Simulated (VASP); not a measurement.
# BP: single point with LDA

The system is BP.

```
B P
1.0
     2.23416    2.23416    0.00000
    -2.23416    2.23416    0.00000
     0.00000    2.23416    2.25212
B P
1 1
Direct
  0.00000 0.00000 0.00000
  0.75000 0.25000 0.50000
```

This cell differs from its parent crystal: in-plane strain -0.005.

```
Program                : VASP 6.6.1
Task                   : single point
Functional             : LDA
Potentials or basis    : VASP PAW LDA potentials, release 64 (B, P)
Cutoff                 : 520 eV
k mesh                 : 8 × 8 × 8
Occupations            : gaussian, width 0.01 eV
Spin                   : no spin polarisation
Dipole correction      : no
Further INCAR settings : ALGO = Normal; EDIFF = 1e-06; NBANDS = 11
```

| Quantity | Value |
| --- | --- |
| Pressure | 1.1 GPa |
| Band gap on the k mesh | 1.12 eV, indirect (least direct gap 3.40 eV) |

Stress tensor (GPa, compression positive):
```
 1.86  0.00  0.00
 0.00  1.86  0.00
 0.00  0.00 -0.37
```

Levels at points of the mesh, in eV from the valence-band top:
| k point | band 2 | band 3 | band 4 | band 5 | band 6 | band 7 |
| --- | --- | --- | --- | --- | --- | --- |
| (0.00, 0.00, 0.00) | -0.08 | 0.00 | 0.00 | 3.40 | 3.40 | 3.44 |
| (0.50, 0.00, 0.00) | -9.31 | -1.87 | -1.77 | 3.98 | 4.65 | 4.72 |
| (0.50, 0.50, 0.00) | -8.68 | -4.31 | -4.29 | 1.17 | 1.46 | 12.24 |
| (0.00, 0.00, 0.50) | -8.76 | -4.21 | -4.21 | 1.26 | 1.57 | 12.34 |

Run time: 7.9 s on 1 thread of AMD EPYC 7R13 Processor (Zen 3), on a shared host, peak memory 0.1 GiB.

Caveat: the cell differs from its parent crystal (in-plane strain -0.005). A k mesh can miss the band edges.
